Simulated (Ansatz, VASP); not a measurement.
Two plane-wave programs on CO2

Contents of INCAR:

```
SYSTEM = CO2
PREC = Accurate
ENCUT = 520
EDIFF = 1E-6
ISMEAR = 0
SIGMA = 0.05
LREAL = .False.
LASPH = .True.
NELM = 100
ALGO = Normal
ISIF = 2
LWAVE = .False.
LCHARG = .False.
GGA = PE
NBANDS = 44
```

File KPOINTS:

```
regular mesh
0
Gamma
  4 4 4
  0 0 0
```

POSCAR

```
CO2
1.0
    5.9734077779      0.0000000000      0.0000000000
    0.0000000000      5.9734077779      0.0000000000
    0.0000000000      0.0000000000      5.8312406728
C O
4 8
Direct
    0.0000000000      0.0000000000      0.0000000000
    0.5000000000      0.0000000000      0.5000000000
    0.5000000000      0.5000000000      0.0000000000
    0.0000000000      0.5000000000      0.5000000000
    0.1114834447      0.1114834447      0.1114834447
    0.3885165553      0.8885165553      0.6114834447
    0.6114834447      0.3885165553      0.8885165553
    0.8885165553      0.6114834447      0.3885165553
    0.8885165553      0.8885165553      0.8885165553
    0.6114834447      0.1114834447      0.3885165553
    0.3885165553      0.6114834447      0.1114834447
    0.1114834447      0.3885165553      0.6114834447
```

Input for Ansatz:

```yaml
crystal:
  lattice:
    - [5.9734077779, 0.0, 0.0]
    - [0.0, 5.9734077779, 0.0]
    - [0.0, 0.0, 5.8312406728]
  atoms:
    - { symbol: C, position: [0.0, 0.0, 0.0] }
    - { symbol: C, position: [0.5, 0.0, 0.5] }
    - { symbol: C, position: [0.5, 0.5, 0.0] }
    - { symbol: C, position: [0.0, 0.5, 0.5] }
    - { symbol: O, position: [0.1114834447, 0.1114834447, 0.1114834447] }
    - { symbol: O, position: [0.3885165553, 0.8885165553, 0.6114834447] }
    - { symbol: O, position: [0.6114834447, 0.3885165553, 0.8885165553] }
    - { symbol: O, position: [0.8885165553, 0.6114834447, 0.3885165553] }
    - { symbol: O, position: [0.8885165553, 0.8885165553, 0.8885165553] }
    - { symbol: O, position: [0.6114834447, 0.1114834447, 0.3885165553] }
    - { symbol: O, position: [0.3885165553, 0.6114834447, 0.1114834447] }
    - { symbol: O, position: [0.1114834447, 0.3885165553, 0.6114834447] }
basis:
  ecutwfc: 520.0
kpoints:
  mp_grid: { grid: [4, 4, 4] }
hamiltonian:
  xc: pbe
scf:
  occupations: { method: gaussian, width: 0.05 }
output:
  forces: true
  stress: true
  eigenvalues: true
```

Alike in both runs: task single point; functional PBE; k mesh 4 × 4 × 4; occupations gaussian, width 0.05 eV; no spin polarisation.

|  | VASP | Ansatz |
| --- | --- | --- |
| version | VASP 6.6.1 | Ansatz 0.2.0 |
| potentials or method | VASP PAW PBE potentials, release 64 (C, O), cutoff 520 eV | scalar-relativistic, plane waves, PAW |
| valence electrons in the cell | 64 | 64 |

Ansatz gave:

* gap on the k mesh at the Fermi level (eV): 6.84
* least direct gap on the mesh (eV): 6.84
* pressure (GPa): 6.7
* traceless stress, the component that is largest in VASP (GPa): -0.14
* rms of the force components (eV/Å): 1.321

Which values does VASP return?

gap on the k mesh at the Fermi level (eV): 6.82; least direct gap on the mesh (eV): 6.82; pressure (GPa): 8.3; traceless stress, the component that is largest in VASP (GPa): -0.20; rms of the force components (eV/Å): 1.683.

Atom by atom the forces differ by 0.362 eV/Å (rms over components).

Noted on VASP's run: the standard files for N, O and F lose accuracy on very short bonds.
